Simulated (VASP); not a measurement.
# B4Ru in VASP: a series of runs

B4Ru is run at these levels: PBE; tasks: single point, relaxation of cell and atoms.

All numbers are computed with VASP 6.6.1; they aren't measurements. Logs are shortened: lines on timing, memory, paths and dates and some standing lists are left out, and cuts for length are marked.

## 1. The cell of the first run

The typed cell holds 10 atoms: a = 2.878 Å, b = 3.831 Å, c = 7.972 Å, α = 89.76°, β = 89.94°, γ = 68.02°.

## 2. Single point, PBE

The input, INCAR:

```
ALGO = Normal ; EDIFF = 1E-7
ENCUT = 520 ; GGA = PE
ISIF = 2 ; ISMEAR = 0
LASPH = T ; LCHARG = T
LELF = T ; LREAL = F
LVHAR = T ; LWAVE = F
NBANDS = 37 ; NELM = 80
PREC = Accurate ; SIGMA = 0.1
```

The input, KPOINTS:

```
k-points
0
Gamma
  6 6 2
```

The input, POSCAR:

```
B4Ru
1.0
    2.8781677751      0.0113139553     -0.0172004988
    1.4475253385     -3.5469391530     -0.0081908852
   -0.0386026880     -0.0326780460     -7.9719247139
B Ru
8 2
Direct
    0.1494560159      0.6988465735      0.1583251684
    0.1502258051      0.6983736172      0.6583276208
    0.7036887190      0.5902862711      0.3030135382
    0.7028521113      0.5903138341      0.8029609563
    0.2959703431      0.4097169952      0.4968977150
    0.2971456417      0.4098427072      0.9970417358
    0.8503108130      0.3012125909      0.1417508706
    0.8503542851      0.3013693607      0.6416508891
    0.0000607565      0.0000173874      0.9000420908
    0.9999355091      0.0000206628      0.3999894152
```

Potentials or basis: VASP PAW PBE potentials, release 64 (B, Ru_pv).

Started as:

```
$ cat potpaw_PBE.64/B/POTCAR potpaw_PBE.64/Ru_pv/POTCAR > POTCAR
$ mpirun -np 1 vasp_std > vasp.out
```

OUTCAR:

```text
EDIFF = 1E-7
   ENCUT = 520
   GGA = PE
   ISIF = 2
   ISMEAR = 0
   LASPH = T
   LREAL = F
   NELM = 80
   PREC = Accurate

 ion  position               nearest neighbor table
   1  0.149  0.699  0.158-   6 1.65   3 1.88   3 1.88   7 2.02   7 2.03   7 2.14  10 2.21   9 2.32

   2  0.150  0.698  0.658-   5 1.65   4 1.88   4 1.88   8 2.01   8 2.02   8 2.15   9 2.21  10 2.32

   3  0.704  0.590  0.303-   7 1.65   1 1.88   1 1.88  10 2.19  10 2.19  10 2.23
   4  0.703  0.590  0.803-   8 1.65   2 1.88   2 1.88   9 2.19   9 2.19   9 2.23
   5  0.296  0.410  0.497-   2 1.65   8 1.88   8 1.89  10 2.19  10 2.19  10 2.23
   6  0.297  0.410  0.997-   1 1.65   7 1.88   7 1.88   9 2.19   9 2.19   9 2.23
   7  0.850  0.301  0.142-   3 1.65   6 1.88   6 1.88   1 2.02   1 2.03   1 2.14   9 2.21  10 2.32

   8  0.850  0.301  0.642-   4 1.65   5 1.88   5 1.89   2 2.01   2 2.02   2 2.15  10 2.21   9 2.32

   9  0.000  0.000  0.900-   4 2.19   6 2.19   6 2.19   4 2.19   7 2.21   2 2.21   6 2.23   4 2.23
                             1 2.32   8 2.32
  10  1.000  0.000  0.400-   3 2.19   5 2.19   5 2.19   3 2.19   1 2.21   8 2.21   5 2.23   3 2.23
                             7 2.32   2 2.32

  LATTYP: Found a triclinic cell.
 ALAT       =     5.5868516334
 B/A-ratio  =     0.5151812858
 C/A-ratio  =     1.4269369718
 COS(alpha) =     0.0011177030
 COS(beta)  =     0.0033896726
 COS(gamma) =     0.7717828281

  Lattice vectors:

 A1 = (  -4.3256931136,   3.5356251977,   0.0253913840)
 A2 = (  -2.8781677751,  -0.0113139553,   0.0172004988)
 A3 = (   0.0386026880,   0.0326780460,   7.9719247139)

Analysis of symmetry for initial positions (statically):
=====================================================================
 Subroutine PRICEL returns:
 Original cell was already a primitive cell.

 Routine SETGRP: Setting up the symmetry group for a
 triclinic supercell.

 Subroutine GETGRP returns: Found  1 space group operations
 (whereof  1 operations were pure point group operations)
 out of a pool of  2 trial point group operations.

The static configuration has the point symmetry C_1 .

Analysis of symmetry for dynamics (positions and initial velocities):
=====================================================================
 Subroutine PRICEL returns:
 Original cell was already a primitive cell.

 Routine SETGRP: Setting up the symmetry group for a
 triclinic supercell.

 Subroutine GETGRP returns: Found  1 space group operations
 (whereof  1 operations were pure point group operations)
 out of a pool of  2 trial point group operations.

The dynamic configuration has the point symmetry C_1 .

 Subroutine INISYM returns: Found  1 space group operations
 (whereof  1 operations are pure point group operations),
 and found     1 'primitive' translations

----------------------------------------------------------------------------------------

                                     Primitive cell

  volume of cell :      81.5158

  direct lattice vectors                    reciprocal lattice vectors
     2.878167775  0.011313955 -0.017200499     0.346873265  0.141566103 -0.002259974
     1.447525338 -3.546939153 -0.008190885     0.001113355 -0.281481512  0.001148441
    -0.038602688 -0.032678046 -7.971924714    -0.000749570 -0.000016235 -0.125436525

  length of vectors
     2.878241408  3.830949497  7.972085152     0.374656017  0.281486057  0.125438766

  position of ions in fractional coordinates (direct lattice)
     0.149456016  0.698846573  0.158325168
     0.150225805  0.698373617  0.658327621
     0.703688719  0.590286271  0.303013538
     0.702852111  0.590313834  0.802960956
     0.295970343  0.409716995  0.496897715
     0.297145642  0.409842707  0.997041736
     0.850310813  0.301212591  0.141750871
     0.850354285  0.301369361  0.641650889
     0.000060756  0.000017387  0.900042091
     0.999935509  0.000020663  0.399989415

  ion indices of the primitive-cell ions
   primitive index   ion index
                 1           1
                 2           2
                 3           3
                 4           4
                 5           5
                 6           6
                 7           7
                 8           8
                 9           9
                10          10

----------------------------------------------------------------------------------------

 KPOINTS: k-points

Automatic generation of k-mesh.
 Grid dimensions read from file:
 generate k-points for:    6    6    2

 Generating k-lattice:

  Cartesian coordinates                     Fractional coordinates (reciprocal lattice)
     0.057812211  0.023594350 -0.000376662     0.166666667  0.000000000 -0.000000000
     0.000185559 -0.046913585  0.000191407    -0.000000000  0.166666667  0.000000000
    -0.000374785 -0.000008118 -0.062718263     0.000000000  0.000000000  0.500000000

  Length of vectors
     0.062442670  0.046914343  0.062719383

  Shift w.r.t. Gamma in fractional coordinates (k-lattice)
     0.000000000  0.000000000  0.000000000

 Subroutine IBZKPT returns following result:
 ===========================================

 Found     40 irreducible k-points:

 Following reciprocal coordinates:
            Coordinates               Weight
  0.000000  0.000000  0.000000      1.000000
  0.166667 -0.000000  0.000000      2.000000
  0.333333 -0.000000 -0.000000      2.000000
  0.500000 -0.000000 -0.000000      1.000000
  0.000000  0.166667  0.000000      2.000000
  0.166667  0.166667  0.000000      2.000000
[... 16 lines left out ...]
  0.333333 -0.000000  0.500000      2.000000
  0.500000 -0.000000  0.500000      1.000000
 [... further k-points ...]
   k-points           NKPTS =     40   k-points in BZ     NKDIM =     40   number of bands    NBANDS=     37
   number of dos      NEDOS =    301   number of ions     NIONS =     10
   total plane-waves  NPLWV =  40320
   dimension x,y,z NGX =    24 NGY =   28 NGZ =   60
   dimension x,y,z NGXF=    48 NGYF=   56 NGZF=  120
   ions per type =               8   2
   NGX,Y,Z   is equivalent  to a cutoff of  13.86, 12.15, 12.51 a.u.
   NGXF,Y,Z  is equivalent  to a cutoff of  27.72, 24.30, 25.02 a.u.
 SYSTEM =  unknown system
   PREC   = accura    normal or accurate (medium, high low for compatibility)
   ISTART =      0    job   : 0-new  1-cont  2-samecut
   ICHARG =      2    charge: 1-file 2-atom 10-const
   ISPIN  =      1    spin polarized calculation?
   LNONCOLLINEAR =      F non collinear calculations
   LSORBIT =      F    spin-orbit coupling
   LASPH  =      T    aspherical Exc in radial PAW
   ENCUT  =  520.0 eV  38.22 Ry    6.18 a.u.   5.35  7.12 14.82*2*pi/ulx,y,z
   NELM   =     80;   NELMIN=  2; NELMDL= -5     # of ELM steps
   EDIFF  = 0.1E-06   stopping-criterion for ELM
   LREAL  =      F    real-space projection
   EDIFFG = 0.1E-05   stopping-criterion for IOM
   NSW    =      0    number of steps for IOM
   IBRION =     -1    ionic relax: 0-MD 1-quasi-New 2-CG
   NFREE  =      0    steps in history (QN), initial steepest desc. (CG)
   ISIF   =      2    stress and relaxation
   ISYM   =      2    0-nonsym 1-usesym 2-fastsym
   POTIM  = 0.5000    time-step for ionic-motion
   TEBEG  =    0.0;   TEEND  =   0.0 temperature during run
   PSTRESS=    0.0 pullay stress
   NELECT =      52.0000    total number of electrons
   NUPDOWN=      -1.0000    fix difference up-down
   EMIN   =  10.00;   EMAX   =-10.00  energy-range for DOS
   EFERMI =   0.00;   METHOD = LEGACY
   ISMEAR =     0;   SIGMA  =   0.10  broadening in eV -4-tet -1-fermi 0-gaus
   EFERMI_NEDOS =   21; number of points for ismear=-14 and -15
   IALGO  =     38    algorithm
   IMIX   =      4    mixing-type and parameters
     AMIX     =   0.40;   BMIX     =  1.00
     AMIX_MAG =   1.60;   BMIX_MAG =  1.00
  volume/ion in A,a.u.               =       8.15        55.01
  Fermi-wavevector in a.u.,A,eV,Ry     =   1.409273  2.663141 27.021875  1.986052
  Thomas-Fermi vector in A             =   2.531346
   LORBIT       =      0    0 simple, 1 ext, 2 COOP (PROOUT), +10 PAW based schemes
   GGA     = PE    functional components
   LHFCALC =     F    Hartree Fock is set to
   AEXX    =    0.0000 exact exchange contribution
   IVDW    =     0    specifies the selected vdW correction
   LEPSILON=     F    determine dielectric tensor
   LRPA    =     F    only Hartree local field effects (RPA)
 non-spin polarized calculation
 Gauss-broadening in eV      SIGMA  =   0.10
  energy-cutoff  :      520.00
  volume of cell :       81.52
 maximum number of plane-waves:      2216
 NGX is ok and might be reduce to    24
   NGX = 11   NGY = 15   NGZ = 29

 number of electron      51.9999995 magnetization

 Free energy of the ion-electron system (eV)
  ---------------------------------------------------
  ext. energy  EPLUGINS =         0.00000000
  ---------------------------------------------------
  free energy    TOTEN  =       -72.63952818 eV

  energy without entropy =      -72.63605863  energy(sigma->0) =      -72.63779341

 E-fermi :   9.4146     XC(G=0): -12.7430

 val. band max:        9.2800992569   @ k =   0.0000   0.5000   0.5000
 cond. band min:       9.4566714169   @ k =  -0.0000   0.1667   0.5000
 fundamental gap:      0.1765721600
 Fermi energy:         9.4145711634

 k-point     1 :       0.0000    0.0000    0.0000
  band No.  band energies     occupation
      1     -34.3913      2.00000
      2     -34.3869      2.00000
      3     -33.9225      2.00000
      4     -33.9167      2.00000
      5     -33.7995      2.00000
      6     -33.7975      2.00000
[... 29 lines left out ...]
     36      16.3189      0.00000
     37      16.4211      0.00000

 k-point     2 :       0.1667   -0.0000    0.0000
  band No.  band energies     occupation
      1     -34.3843      2.00000
      2     -34.3801      2.00000
      3     -33.9168      2.00000
      4     -33.9112      2.00000
      5     -33.8739      2.00000
      6     -33.8717      2.00000
[... 872 lines left out ...]
 k-point    24 :       0.5000   -0.0000    0.5000
  band No.  band energies     occupation
      1     -34.3624      2.00000
      2     -34.3606      2.00000
      3     -34.0938      2.00000
      4     -34.0918      2.00000
      5     -33.8964      2.00000
      6     -33.8947      2.00000
[... 29 lines left out ...]
     36      15.4125      0.00000
     37      16.3317      0.00000

 [... further k-points ...]

------------------------ aborting loop because EDIFF is reached ----------------------------------------

  FORCE on cell =-STRESS in cart. coord.  units (eV):
  Direction    XX          YY          ZZ          XY          YZ          ZX
  --------------------------------------------------------------------------------------
  -------------------------------------------------------------------------------------
  Total       -0.0068572     -0.0635478      0.0857205      0.0015046      0.0459834      0.0189344
  in kB       -0.1347770     -1.2490201      1.6848201      0.0295730      0.9037935      0.3721528
  external PRESSURE =       0.1003410 kB  Pullay stress =       0.0000000 kB

 VOLUME and BASIS-vectors are now :
 -----------------------------------------------------------------------------
  energy-cutoff  :      520.00
  volume of cell :       81.52
      direct lattice vectors                 reciprocal lattice vectors
     2.878167775  0.011313955 -0.017200499     0.346873265  0.141566103 -0.002259974
     1.447525338 -3.546939153 -0.008190885     0.001113355 -0.281481512  0.001148441
    -0.038602688 -0.032678046 -7.971924714    -0.000749570 -0.000016235 -0.125436525

 POSITION                                       TOTAL-FORCE (eV/Angst)
 -----------------------------------------------------------------------------------
      1.43565     -2.48225     -1.27045         0.010468      0.019330      0.002602
      1.41788     -2.49690     -5.25644        -0.004904      0.010468      0.003662
      2.86809     -2.09565     -2.43254         0.004164     -0.000496     -0.032077
      2.84642     -2.11209     -6.41807         0.020138      0.001437     -0.035752
      1.42575     -1.46613     -3.96968         0.001743     -0.001415      0.027174
      1.41000     -1.48291     -7.95681        -0.018287      0.006236      0.034897
      2.87788     -1.06339     -1.14712        -0.000800     -0.018639      0.004796
      2.85893     -1.08029     -5.13229        -0.010340     -0.017737     -0.008377
     -0.03454     -0.02947     -7.17507        -0.001971     -0.000753      0.004365
      2.86257     -0.00183     -3.20589        -0.000211      0.001569     -0.001289
 -----------------------------------------------------------------------------------
    total drift:                                0.000001     -0.000001     -0.000006

  FREE ENERGIE OF THE ION-ELECTRON SYSTEM (eV)
  ---------------------------------------------------
  free  energy   TOTEN  =       -72.6395281813 eV

  energy  without entropy=      -72.6360586336  energy(sigma->0) =      -72.63779341
```

Wall time 83 s (1 thread of Intel Xeon Platinum 8488C (Sapphire Rapids), shared host); peak memory 0.23 GiB.

Results:

* Free energy: -72.6395 eV
* Pressure: 0.0 GPa
* Largest force: 0.041 eV/Å
* Band gap on the k mesh: zero (bands 26 and 27 overlap by 0.71 eV)

Forces on the atoms (eV/Å):
```
B    0.010  0.019  0.003
B   -0.005  0.010  0.004
B    0.004  0.000 -0.032
B    0.020  0.001 -0.036
B    0.002 -0.001  0.027
B   -0.018  0.006  0.035
B   -0.001 -0.019  0.005
B   -0.010 -0.018 -0.008
Ru  -0.002 -0.001  0.004
Ru   0.000  0.002 -0.001
```

Stress tensor (GPa, compression positive):
```
-0.01  0.00  0.04
 0.00 -0.12  0.09
 0.04  0.09  0.17
```

Caveat: the k points lie up to 0.39 Å⁻¹ apart, too coarse for converged energies and pressures of a metal.

(Part 1 of 2 ends here.)

The gap in the log of VASP goes by the Fermi energy; the results here count the filled bands.